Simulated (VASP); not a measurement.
Set up this calculation in VASP 6.6.1, as the native input.

- Task: single point
- Functional: PBE
- Potentials or basis: VASP PAW PBE potentials, release 64 (Ba_sv, Ti_sv, O)
- Cutoff: 520 eV
- k mesh: 8 × 8 × 8
- Occupations: gaussian, width 0.02 eV
- Spin: no spin polarisation
- Dipole correction: no
- Further INCAR settings: ALGO = Normal; EDIFF = 1e-07; NBANDS = 28

The structure of BaTiO3 lies in POSCAR:

```
BaTiO3
1.0
    3.9725604391      0.0000000000      0.0000000000
    0.0000000000      2.8907510543      2.9162689193
    0.0000000000     -2.8907510543      2.9162689193
Ba Ti O
1 1 3
Direct
    0.0000000000      0.0083562471      0.0083562471
    0.5000000000      0.5245582843      0.5245582843
    0.5000000000      0.9730483253      0.4899543862
    0.5000000000      0.4899543862      0.9730483253
    0.0000000000      0.4839837572      0.4839837572
```

The input as run:

INCAR

```
SYSTEM = BaTiO3
PREC = Accurate
ENCUT = 520
EDIFF = 1E-7
ISMEAR = 0
SIGMA = 0.02
LREAL = .False.
LASPH = .True.
NELM = 80
ALGO = Normal
ISIF = 2
LWAVE = .False.
LCHARG = .False.
GGA = PE
NBANDS = 28
```

KPOINTS

```
Automatic mesh
0
Gamma
  8 8 8
  0 0 0
```

Potentials or basis: VASP PAW PBE potentials, release 64 (Ba_sv, Ti_sv, O).

The run is started by

```console
$ cat potpaw_PBE.64/Ba_sv/POTCAR potpaw_PBE.64/Ti_sv/POTCAR potpaw_PBE.64/O/POTCAR > POTCAR
$ mpirun -np 1 vasp_std > vasp.out
```

It gave:

```
Pressure               : 1.6 GPa
Largest force          : 0.090 eV/Å
Band gap on the k mesh : 2.35 eV (least direct gap 2.89 eV)
```

Caveat: spin-orbit coupling is left out, which moves the levels of the heavy elements.

Run time: 4.3 min on 1 thread of Intel(R) Xeon(R) Platinum 8259CL CPU @ 2.50GHz (Skylake/Cascade Lake) (shared host), peak memory 0.32 GiB.
